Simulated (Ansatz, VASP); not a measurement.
InP in VASP and in Ansatz

```
In P
1.0
     0.00000    2.91350    2.91350
     2.91350    0.00000    2.91350
     2.91350    2.91350    0.00000
In P
1 1
Cartesian
  0.0000 0.0000 0.0000
  1.4567 1.4567 1.4567
```

Alike in both runs: functional LDA; k mesh 10 × 10 × 10; occupations gaussian, width 0.02 eV; no spin polarisation.

Ansatz relaxed the structure, and its values are those at the end. VASP's run is a single point on that final structure, the one shown.

|  | VASP | Ansatz |
| --- | --- | --- |
| version | VASP 6.6.1 | Ansatz 0.2.0 |
| potentials or method | VASP PAW LDA potentials, release 64 (In_d, P), cutoff 500 eV | scalar-relativistic, plane waves, PAW |
| valence electrons in the cell | 18 | 18 |

Ansatz gave:

* gap on the k mesh at the Fermi level (eV): 0.58
* least direct gap on the mesh (eV): 0.58
* pressure (GPa): 0.0

Q: Estimate VASP's values.

A: gap on the k mesh at the Fermi level (eV): 0.61; least direct gap on the mesh (eV): 0.61; pressure (GPa): 0.0.

LDA's correlation is that of Perdew and Zunger in VASP and of Perdew and Wang (1992) in Ansatz.
